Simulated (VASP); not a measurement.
# PtS2: single point with PBE

PtS2:

```xyz
3
Lattice="3.5432 0.0000 0.0000 -1.7716 3.0685 0.0000 0.0000 0.0000 5.0388" Properties=species:S:1:pos:R:3 pbc="T T T"
Pt    0.0000    0.0000    0.0000
S    -0.0237    2.1051    1.3954
S     1.7716    1.0228    3.7791
```

This cell differs from its parent crystal: one atom moved.

```yaml
Program: VASP 6.6.1
Task: single point
Functional: PBE
Potentials_or_basis: VASP PAW PBE potentials, release 64 (Pt, S)
Cutoff: 520 eV
k_mesh: 12 × 12 × 8
Occupations: gaussian, width 0.05 eV
Spin: no spin polarisation
```

```
Pressure               : -2.1 GPa
Largest force          : 1.623 eV/Å
Band gap on the k mesh : 0.15 eV, indirect (least direct gap 0.63 eV)
```

Forces on the atoms (eV/Å):
```
Pt  -0.153  0.340  0.984
S    0.163 -0.355 -1.575
S   -0.010  0.015  0.591
```

Stress tensor (GPa, compression positive):
```
-0.09 -0.24  0.58
-0.24 -1.02 -1.22
 0.58 -1.22 -5.24
```

Levels at points of the mesh, in eV from the valence-band top:
```csv
k point,band 9,band 10,band 11,band 12,band 13,band 14
"(0.00, 0.00, 0.00)",-1.19,-1.03,0.00,1.22,1.41,4.34
"(0.50, 0.00, 0.00)",-3.06,-2.99,-2.51,0.91,2.10,5.25
"(0.00, 0.50, 0.00)",-3.08,-2.99,-2.50,0.77,2.18,5.34
"(0.50, 0.50, 0.00)",-3.07,-2.98,-2.53,0.99,2.07,5.18
"(0.00, 0.00, 0.50)",-1.58,-1.54,-1.46,2.08,2.17,5.50
"(0.50, 0.00, 0.50)",-2.69,-2.43,-1.55,0.88,1.81,4.64
"(0.00, 0.50, 0.50)",-2.64,-2.48,-1.50,0.96,1.82,4.52
"(0.50, 0.50, 0.50)",-2.69,-2.43,-1.59,0.85,1.80,4.72
```

Run time: 10 min on 1 thread of Oxide Virtual Turin-like Processor (shared host), peak memory 0.58 GiB.

Caveat: the cell differs from its parent crystal (one atom moved); spin-orbit coupling is left out, which moves the levels of the heavy elements; forces of over 1 eV/Å act on the atoms, so gaps and moduli don't describe the material at rest. A k mesh can miss the band edges.
